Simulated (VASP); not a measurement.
# AgCl (Fm-3m) in VASP: settings compared

AgCl is run at these levels: PBE, PBE-based screened hybrid with 100 % exact exchange, PBE-based screened hybrid with 10 % exact exchange, PBE-based screened hybrid with 20 % exact exchange; tasks: single point.

All numbers are computed with VASP 6.6.1; they aren't measurements. Logs are shortened: lines on timing, memory, paths and dates and some standing lists are left out, and cuts for length are marked.

## Step 1: The cell of the first run

Symmetry: Fm-3m, No. 225, cubic system. Conventional cell: a = 5.546 Å, b = 5.546 Å, c = 5.546 Å, α = 90.00°, β = 90.00°, γ = 90.00°. Ag (site symmetry m-3m) has 6 Cl at 2.77 Å within 3.7 Å. Within 3.7 Å of Cl (site symmetry m-3m) lie 6 Ag at 2.77 Å.

## Step 2: Single point, PBE

INCAR reads:

```
  ALGO = Normal
  EDIFF = 1E-7
  ENCUT = 520
  GGA = PE
  ISIF = 2
  ISMEAR = 1
  LASPH = T
  LCHARG = F
  LREAL = F
  LWAVE = F
  NBANDS = 16
  NELM = 60
  PREC = Accurate
  SIGMA = 0.001
```

KPOINTS reads:

```
k-points
0
Gamma
  6 6 6
```

POSCAR reads:

```
AgCl
1.0
    0.0000000000      2.7731838142      2.7731838142
    2.7731838142      0.0000000000      2.7731838142
    2.7731838142      2.7731838142      0.0000000000
Ag Cl
1 1
Direct
    0.0000000000      0.0000000000      0.0000000000
    0.5000000000      0.5000000000      0.5000000000
```

Potentials or basis: VASP PAW PBE potentials, release 64 (Ag, Cl).

On the command line:

```sh
$ cat potpaw_PBE.64/Ag/POTCAR potpaw_PBE.64/Cl/POTCAR > POTCAR
$ mpirun -np 1 vasp_std > vasp.out
```

OUTCAR:

```text
EDIFF = 1E-7
   ENCUT = 520
   GGA = PE
   ISIF = 2
   ISMEAR = 1
   LASPH = T
   LREAL = F
   NELM = 60
   PREC = Accurate

 ion  position               nearest neighbor table
   1  0.000  0.000  0.000-   2 2.77   2 2.77   2 2.77   2 2.77   2 2.77   2 2.77
   2  0.500  0.500  0.500-   1 2.77   1 2.77   1 2.77   1 2.77   1 2.77   1 2.77

  LATTYP: Found a face centered cubic cell.
 ALAT       =     5.5463676284

  Lattice vectors:

 A1 = (   0.0000000000,   2.7731838142,   2.7731838142)
 A2 = (   2.7731838142,   0.0000000000,   2.7731838142)
 A3 = (   2.7731838142,   2.7731838142,   0.0000000000)

Analysis of symmetry for initial positions (statically):
=====================================================================
 Subroutine PRICEL returns:
 Original cell was already a primitive cell.

 Routine SETGRP: Setting up the symmetry group for a
 face centered cubic supercell.

 Subroutine GETGRP returns: Found 48 space group operations
 (whereof 48 operations were pure point group operations)
 out of a pool of 48 trial point group operations.

The static configuration has the point symmetry O_h .

Analysis of symmetry for dynamics (positions and initial velocities):
=====================================================================
 Subroutine PRICEL returns:
 Original cell was already a primitive cell.

 Routine SETGRP: Setting up the symmetry group for a
 face centered cubic supercell.

 Subroutine GETGRP returns: Found 48 space group operations
 (whereof 48 operations were pure point group operations)
 out of a pool of 48 trial point group operations.

The dynamic configuration has the point symmetry O_h .

 Subroutine INISYM returns: Found 48 space group operations
 (whereof 48 operations are pure point group operations),
 and found     1 'primitive' translations

----------------------------------------------------------------------------------------

                                     Primitive cell

  volume of cell :      42.6546

  direct lattice vectors                    reciprocal lattice vectors
     0.000000000  2.773183814  2.773183814    -0.180298182  0.180298182  0.180298182
     2.773183814  0.000000000  2.773183814     0.180298182 -0.180298182  0.180298182
     2.773183814  2.773183814  0.000000000     0.180298182  0.180298182 -0.180298182

  length of vectors
     3.921874161  3.921874161  3.921874161     0.312285612  0.312285612  0.312285612

  position of ions in fractional coordinates (direct lattice)
     0.000000000  0.000000000  0.000000000
     0.500000000  0.500000000  0.500000000

  ion indices of the primitive-cell ions
   primitive index   ion index
                 1           1
                 2           2

----------------------------------------------------------------------------------------

 KPOINTS: k-points

Automatic generation of k-mesh.
 Grid dimensions read from file:
 generate k-points for:    6    6    6

 Generating k-lattice:

  Cartesian coordinates                     Fractional coordinates (reciprocal lattice)
    -0.030049697  0.030049697  0.030049697     0.166666667  0.000000000  0.000000000
     0.030049697 -0.030049697  0.030049697     0.000000000  0.166666667  0.000000000
     0.030049697  0.030049697 -0.030049697     0.000000000  0.000000000  0.166666667

  Length of vectors
     0.052047602  0.052047602  0.052047602

  Shift w.r.t. Gamma in fractional coordinates (k-lattice)
     0.000000000  0.000000000  0.000000000

 Subroutine IBZKPT returns following result:
 ===========================================

 Found     16 irreducible k-points:

 Following reciprocal coordinates:
            Coordinates               Weight
  0.000000  0.000000  0.000000      1.000000
  0.166667  0.000000  0.000000      8.000000
  0.333333  0.000000  0.000000      8.000000
  0.500000  0.000000  0.000000      4.000000
  0.166667  0.166667  0.000000      6.000000
  0.333333  0.166667  0.000000     24.000000
[... 8 lines left out ...]
 -0.333333  0.333333  0.166667     24.000000
 -0.333333  0.500000  0.166667     12.000000
   k-points           NKPTS =     16   k-points in BZ     NKDIM =     16   number of bands    NBANDS=     16
   number of dos      NEDOS =    301   number of ions     NIONS =      2
   total plane-waves  NPLWV =  27000
   dimension x,y,z NGX =    30 NGY =   30 NGZ =   30
   dimension x,y,z NGXF=    60 NGYF=   60 NGZF=   60
   ions per type =               1   1
   NGX,Y,Z   is equivalent  to a cutoff of  12.72, 12.72, 12.72 a.u.
   NGXF,Y,Z  is equivalent  to a cutoff of  25.43, 25.43, 25.43 a.u.
 SYSTEM =  unknown system
   PREC   = accura    normal or accurate (medium, high low for compatibility)
   ISTART =      0    job   : 0-new  1-cont  2-samecut
   ICHARG =      2    charge: 1-file 2-atom 10-const
   ISPIN  =      1    spin polarized calculation?
   LNONCOLLINEAR =      F non collinear calculations
   LSORBIT =      F    spin-orbit coupling
   LASPH  =      T    aspherical Exc in radial PAW
   ENCUT  =  520.0 eV  38.22 Ry    6.18 a.u.   7.29  7.29  7.29*2*pi/ulx,y,z
   NELM   =     60;   NELMIN=  2; NELMDL= -5     # of ELM steps
   EDIFF  = 0.1E-06   stopping-criterion for ELM
   LREAL  =      F    real-space projection
   EDIFFG = 0.1E-05   stopping-criterion for IOM
   NSW    =      0    number of steps for IOM
   IBRION =     -1    ionic relax: 0-MD 1-quasi-New 2-CG
   NFREE  =      0    steps in history (QN), initial steepest desc. (CG)
   ISIF   =      2    stress and relaxation
   ISYM   =      2    0-nonsym 1-usesym 2-fastsym
   POTIM  = 0.5000    time-step for ionic-motion
   TEBEG  =    0.0;   TEEND  =   0.0 temperature during run
   PSTRESS=    0.0 pullay stress
   NELECT =      18.0000    total number of electrons
   NUPDOWN=      -1.0000    fix difference up-down
   EMIN   =  10.00;   EMAX   =-10.00  energy-range for DOS
   EFERMI =   0.00;   METHOD = LEGACY
   ISMEAR =     1;   SIGMA  =   0.00  broadening in eV -4-tet -1-fermi 0-gaus
   EFERMI_NEDOS =   21; number of points for ismear=-14 and -15
   IALGO  =     38    algorithm
   IMIX   =      4    mixing-type and parameters
     AMIX     =   0.40;   BMIX     =  1.00
     AMIX_MAG =   1.60;   BMIX_MAG =  1.00
  volume/ion in A,a.u.               =      21.33       143.92
[... 49 lines left out ...]
      2       0.3206      2.00000
      3       0.5149      2.00000
      4       0.5149      2.00000
      5       1.4688      2.00000
      6       1.4688      2.00000
[... 8 lines left out ...]
     15      15.7989      0.00000
     16      16.4953      0.00000

 k-point     3 :       0.3333    0.0000    0.0000
  band No.  band energies     occupation
      1     -11.0080      2.00000
      2      -0.9240      2.00000
      3      -0.1164      2.00000
      4      -0.1164      2.00000
      5       1.6500      2.00000
      6       1.6500      2.00000
[... 8 lines left out ...]
     15      16.6514      0.00000
     16      16.6514      0.00000

 k-point     4 :       0.5000    0.0000    0.0000
  band No.  band energies     occupation
      1     -10.8905      2.00000
      2      -1.4213      2.00000
      3      -0.3378      2.00000
      4      -0.3378      2.00000
      5       1.7446      2.00000
      6       1.7446      2.00000
[... 8 lines left out ...]
     15      17.5443      0.00000
     16      17.5443      0.00000

 k-point     5 :       0.1667    0.1667    0.0000
  band No.  band energies     occupation
      1     -11.1999      2.00000
      2      -0.1719      2.00000
      3       0.9077      2.00000
      4       0.9077      2.00000
      5       1.2959      2.00000
      6       1.4658      2.00000
[... 8 lines left out ...]
     15      17.9002      0.00000
     16      18.7254      0.00000

 k-point     6 :       0.3333    0.1667    0.0000
  band No.  band energies     occupation
      1     -11.0332      2.00000
      2      -0.7389      2.00000
      3       0.1784      2.00000
      4       0.3114      2.00000
      5       1.4198      2.00000
      6       1.6785      2.00000
[... 8 lines left out ...]
     15      17.7798      0.00000
     16      18.4006      0.00000

 k-point     7 :       0.5000    0.1667    0.0000
  band No.  band energies     occupation
      1     -10.8870      2.00000
      2      -1.1168      2.00000
      3      -0.3079      2.00000
      4      -0.1772      2.00000
      5       1.6366      2.00000
      6       1.7692      2.00000
[... 8 lines left out ...]
     15      17.8189      0.00000
     16      18.7689      0.00000

 k-point     8 :      -0.3333    0.1667    0.0000
  band No.  band energies     occupation
      1     -10.9179      2.00000
      2      -1.0755      2.00000
      3      -0.2845      2.00000
      4      -0.0799      2.00000
      5       1.6703      2.00000
      6       1.7204      2.00000
[... 8 lines left out ...]
     15      17.9924      0.00000
     16      18.3011      0.00000

 k-point     9 :      -0.1667    0.1667    0.0000
  band No.  band energies     occupation
      1     -11.0916      2.00000
      2      -0.5057      2.00000
      3      -0.0189      2.00000
      4       0.4961      2.00000
      5       1.5166      2.00000
      6       1.6370      2.00000
[... 8 lines left out ...]
     15      17.3413      0.00000
     16      18.2065      0.00000

 k-point    10 :       0.3333    0.3333    0.0000
  band No.  band energies     occupation
      1     -10.9691      2.00000
      2      -0.7686      2.00000
      3       0.7220      2.00000
      4       0.7220      2.00000
      5       1.1334      2.00000
      6       1.5601      2.00000
[... 8 lines left out ...]
     15      18.7047      0.00000
     16      20.1069      0.00000

 k-point    11 :       0.5000    0.3333    0.0000
  band No.  band energies     occupation
      1     -10.8787      2.00000
      2      -0.6121      2.00000
      3       0.0714      2.00000
      4       0.2837      2.00000
      5       1.3670      2.00000
      6       1.8164      2.00000
[... 8 lines left out ...]
     15      18.5064      0.00000
     16      19.2452      0.00000

 k-point    12 :      -0.3333    0.3333    0.0000
  band No.  band energies     occupation
      1     -10.8526      2.00000
      2      -0.7378      2.00000
      3      -0.2411      2.00000
      4      -0.1510      2.00000
      5       1.6328      2.00000
      6       1.7603      2.00000
[... 8 lines left out ...]
     15      16.9048      0.00000
     16      20.0524      0.00000

 k-point    13 :       0.5000    0.5000    0.0000
  band No.  band energies     occupation
      1     -10.8739      2.00000
      2      -0.5041      2.00000
      3       0.7604      2.00000
      4       0.7604      2.00000
      5       1.0532      2.00000
      6       1.6078      2.00000
[... 8 lines left out ...]
     15      18.9849      0.00000
     16      18.9849      0.00000

 k-point    14 :       0.5000    0.3333    0.1667
  band No.  band energies     occupation
      1     -10.9138      2.00000
      2      -0.8421      2.00000
      3      -0.1314      2.00000
      4       0.1833      2.00000
      5       1.5685      2.00000
      6       1.7494      2.00000
[... 8 lines left out ...]
     15      18.3239      0.00000
     16      19.8855      0.00000

 k-point    15 :      -0.3333    0.3333    0.1667
  band No.  band energies     occupation
      1     -10.8526      2.00000
      2      -0.7435      2.00000
      3      -0.2238      2.00000
      4      -0.1722      2.00000
      5       1.6742      2.00000
      6       1.7501      2.00000
[... 8 lines left out ...]
     15      17.3670      0.00000
     16      19.0318      0.00000

 k-point    16 :      -0.3333    0.5000    0.1667
  band No.  band energies     occupation
      1     -10.8484      2.00000
      2      -0.3632      2.00000
      3      -0.1886      2.00000
      4       0.1114      2.00000
      5       1.6456      2.00000
      6       1.8566      2.00000
[... 8 lines left out ...]
     15      18.1276      0.00000
     16      18.9592      0.00000

------------------------ aborting loop because EDIFF is reached ----------------------------------------

  FORCE on cell =-STRESS in cart. coord.  units (eV):
  Direction    XX          YY          ZZ          XY          YZ          ZX
  --------------------------------------------------------------------------------------
  -------------------------------------------------------------------------------------
  Total        0.3938915      0.3938915      0.3938915      0.0000000     -0.0000000     -0.0000000
  in kB       14.7952115     14.7952115     14.7952115      0.0000000     -0.0000000     -0.0000000
  external PRESSURE =      14.7952115 kB  Pullay stress =       0.0000000 kB

 VOLUME and BASIS-vectors are now :
 -----------------------------------------------------------------------------
  energy-cutoff  :      520.00
  volume of cell :       42.65
      direct lattice vectors                 reciprocal lattice vectors
     0.000000000  2.773183814  2.773183814    -0.180298182  0.180298182  0.180298182
     2.773183814  0.000000000  2.773183814     0.180298182 -0.180298182  0.180298182
     2.773183814  2.773183814  0.000000000     0.180298182  0.180298182 -0.180298182

 POSITION                                       TOTAL-FORCE (eV/Angst)
 -----------------------------------------------------------------------------------
      0.00000      0.00000      0.00000        -0.000000     -0.000000     -0.000000
      2.77318      2.77318      2.77318         0.000000      0.000000      0.000000
 -----------------------------------------------------------------------------------
    total drift:                               -0.000000      0.000000      0.000000

  FREE ENERGIE OF THE ION-ELECTRON SYSTEM (eV)
  ---------------------------------------------------
  free  energy   TOTEN  =        -5.3939639210 eV

  energy  without entropy=       -5.3939639210  energy(sigma->0) =       -5.39396392
```

Run time: 13 s. Hardware: 1 thread of AMD EPYC 7R43 (Zen 3), shared host; peak memory 0.13 GiB.

Results:

```
Free energy            : -5.3940 eV
Pressure               : 1.5 GPa
Band gap on the k mesh : 0.91 eV (least direct gap 3.23 eV)
```

A k mesh can miss the band edges.

## Step 3: Single point, PBE-based screened hybrid with 100 % exact exchange

POSCAR is that of step 2.

INCAR.step1 reads:

```
SYSTEM = AgCl
PREC = Accurate ; ENCUT = 520
EDIFF = 1E-5 ; ISMEAR = 0
SIGMA = 0.01 ; LREAL = .FALSE.
LASPH = .TRUE. ; NELM = 60
ALGO = Normal ; ISIF = 2
LWAVE = .TRUE. ; LCHARG = .FALSE.
GGA = PE ; NBANDS = 16
```

INCAR.step2 reads:

```
SYSTEM = AgCl
PREC = Accurate ; ENCUT = 520
EDIFF = 1E-6 ; ISMEAR = 0
SIGMA = 0.01 ; LREAL = .FALSE.
LASPH = .TRUE. ; NELM = 60
ALGO = Normal ; ISIF = 2
LWAVE = .FALSE. ; LCHARG = .FALSE.
GGA = PE ; LHFCALC = .TRUE.
AEXX = 1.0 ; HFSCREEN = 0.1
PRECFOCK = Normal ; ISTART = 1
NBANDS = 16 ; ALDAC = 1.0
AGGAC = 1.0
```

KPOINTS reads:

```
Automatic mesh
0
G
  4 4 4
  0 0 0
```

Potentials or basis: VASP PAW PBE potentials, release 64 (Ag, Cl).

On the command line:

```sh
$ cat potpaw_PBE.64/Ag/POTCAR potpaw_PBE.64/Cl/POTCAR > POTCAR
$ cp INCAR.step1 INCAR
$ mpirun -np 1 vasp_std > vasp.out
$ cp INCAR.step2 INCAR
$ mpirun -np 1 vasp_std > vasp.out
```

Wall time 9.4 min (1 thread of AMD EPYC 7R43 (Zen 3), shared host); peak memory 0.24 GiB.

Results (log left out):

```yaml
Free_energy: -12.2636 eV
Pressure: 0.0 GPa
Band_gap_on_the_k_mesh: 8.79 eV (least direct gap 10.81 eV)
```

Levels at points of the mesh, in eV from the valence-band top:
```
           k point  band 5  band 6  band 7  band 8  band 9  band 10  band 11  band 12  band 13  band 14
(0.00, 0.00, 0.00)   -4.11   -4.11   -2.03   -2.03   -2.03     8.79    18.88    18.88    18.88    19.71
(0.50, 0.00, 0.00)   -3.77   -3.77   -2.84    0.00    0.00    11.57    15.88    15.88    15.97    21.83
(0.50, 0.50, 0.00)   -3.64   -3.64   -3.64   -2.96   -2.96    10.82    15.14    17.04    20.83    20.83
```

Caveat: the k points lie up to 0.49 Å⁻¹ apart; the PAW data sets were made with another functional, which shifts forces and pressure a little.

## Step 4: Single point, PBE-based screened hybrid with 10 % exact exchange

POSCAR is that of step 3.

INCAR.step1 reads:

```
PREC = Accurate ; ENCUT = 520
EDIFF = 1E-5 ; ISMEAR = 0
SIGMA = 0.01 ; LREAL = F
LASPH = T ; NELM = 100
ALGO = Normal ; ISIF = 2
LWAVE = T ; GGA = PE
NBANDS = 16
```

INCAR.step2 reads:

```
PREC = Accurate ; ENCUT = 520
EDIFF = 1E-6 ; ISMEAR = 0
SIGMA = 0.01 ; LREAL = F
LASPH = T ; NELM = 100
ALGO = Normal ; ISIF = 2
LWAVE = F ; LCHARG = T
GGA = PE ; LHFCALC = T
AEXX = 0.1 ; HFSCREEN = 0.2078
PRECFOCK = Normal ; LELF = T
LVHAR = T ; ISTART = 1
NBANDS = 16
```

KPOINTS reads:

```
regular mesh
0
Gamma
  4 4 4
```

On the command line:

```sh
$ cat potpaw_PBE.64/Ag/POTCAR potpaw_PBE.64/Cl/POTCAR > POTCAR
$ cp INCAR.step1 INCAR
$ mpirun -np 1 vasp_std > vasp.out
$ cp INCAR.step2 INCAR
$ mpirun -np 1 vasp_std > vasp.out
```

Run time: 5 min. Hardware: 1 thread of AMD EPYC 7R43 (Zen 3), shared host; peak memory 0.24 GiB.

Results (log left out):

* Free energy: -5.8640 eV
* Pressure: 1.5 GPa
* Band gap on the k mesh: 1.49 eV (least direct gap 3.77 eV)

Levels at points of the mesh, in eV from the valence-band top:
| k point | band 5 | band 6 | band 7 | band 8 | band 9 | band 10 | band 11 | band 12 | band 13 | band 14 |
| --- | --- | --- | --- | --- | --- | --- | --- | --- | --- | --- |
| (0.00, 0.00, 0.00) | -2.58 | -2.58 | -2.29 | -2.29 | -2.29 | 1.49 | 11.49 | 11.49 | 11.49 | 12.95 |
| (0.50, 0.00, 0.00) | -2.24 | -2.24 | -1.88 | 0.00 | 0.00 | 4.79 | 7.30 | 8.31 | 8.31 | 14.24 |
| (0.50, 0.50, 0.00) | -2.93 | -2.39 | -2.12 | -2.12 | -2.04 | 3.02 | 8.57 | 9.31 | 12.27 | 12.27 |

Caveat: the k points lie up to 0.49 Å⁻¹ apart; the PAW data sets were made with another functional, which shifts forces and pressure a little. A k mesh can miss the band edges.

## Step 5: Single point, PBE-based screened hybrid with 20 % exact exchange

POSCAR is that of step 4.

INCAR.step1 reads:

```
ALGO = Normal
EDIFF = 1E-5
ENCUT = 520
GGA = PE
ISIF = 2
ISMEAR = 0
LASPH = T
LREAL = F
LWAVE = T
NBANDS = 16
NELM = 100
PREC = Accurate
SIGMA = 0.01
```

INCAR.step2 reads:

```
AEXX = 0.2
ALGO = Normal
EDIFF = 1E-7
ENCUT = 520
GGA = PE
HFSCREEN = 0.5
ISIF = 2
ISMEAR = 0
ISTART = 1
LASPH = T
LCHARG = T
LELF = T
LHFCALC = T
LREAL = F
LVHAR = T
LWAVE = F
NBANDS = 16
NELM = 100
PREC = Accurate
PRECFOCK = Normal
SIGMA = 0.01
```

KPOINTS reads:

```
k-points
0
Gamma
  4 4 4
```

On the command line:

```sh
$ cat potpaw_PBE.64/Ag/POTCAR potpaw_PBE.64/Cl/POTCAR > POTCAR
$ cp INCAR.step1 INCAR
$ mpirun -np 1 vasp_std > vasp.out
$ cp INCAR.step2 INCAR
$ mpirun -np 1 vasp_std > vasp.out
```

Run time: 9 min. Hardware: 1 thread of AMD EPYC 7R43 (Zen 3), shared host; peak memory 0.24 GiB.

It converged, with:

| Property | Result |
| --- | --- |
| Free energy | -5.9350 eV |
| Pressure | 1.6 GPa |
| Band gap on the k mesh | 1.62 eV (least direct gap 3.85 eV) |

Levels at points of the mesh, in eV from the valence-band top:
```csv
k point,band 7,band 8,band 9,band 10,band 11,band 12
"(0.00, 0.00, 0.00)",-2.23,-2.23,-2.23,1.62,11.58,11.58
"(0.50, 0.00, 0.00)",-1.93,0.00,0.00,4.90,7.45,8.43
"(0.50, 0.50, 0.00)",-2.20,-2.20,-2.12,3.16,8.64,9.44
```

Caveat: the k points lie up to 0.49 Å⁻¹ apart; the PAW data sets were made with another functional, which shifts forces and pressure a little. A k mesh can miss the band edges.

## Step 6: Overview

```tsv
level	k mesh	smearing	grid for exact exchange (PRECFOCK)	share of exact exchange	screening parameter	gap on the mesh (eV)	pressure (GPa)
PBE	6 × 6 × 6	methfessel-paxton 0.001 eV	-	-	-	0.91	1.5
PBE-based screened hybrid with 100 % exact exchange	4 × 4 × 4	gaussian 0.01 eV	Normal	1	0.1 1/Å	8.79	0.0
PBE-based screened hybrid with 10 % exact exchange	4 × 4 × 4	gaussian 0.01 eV	Normal	0.1	0.2078 1/Å	1.49	1.5
PBE-based screened hybrid with 20 % exact exchange	4 × 4 × 4	gaussian 0.01 eV	Normal	0.2	0.5 1/Å	1.62	1.6
```

Alike in all rows: task single point; potentials or basis VASP PAW PBE potentials, release 64 (Ag, Cl); no spin polarisation; cell as given; cutoff (eV) 520.

Caveats: some runs use coarse meshes; the PAW data sets were made with another functional, which shifts forces and pressure a little (at least some runs).

Total energies depend on the potentials used, so only differences within one code and one set of settings carry meaning.
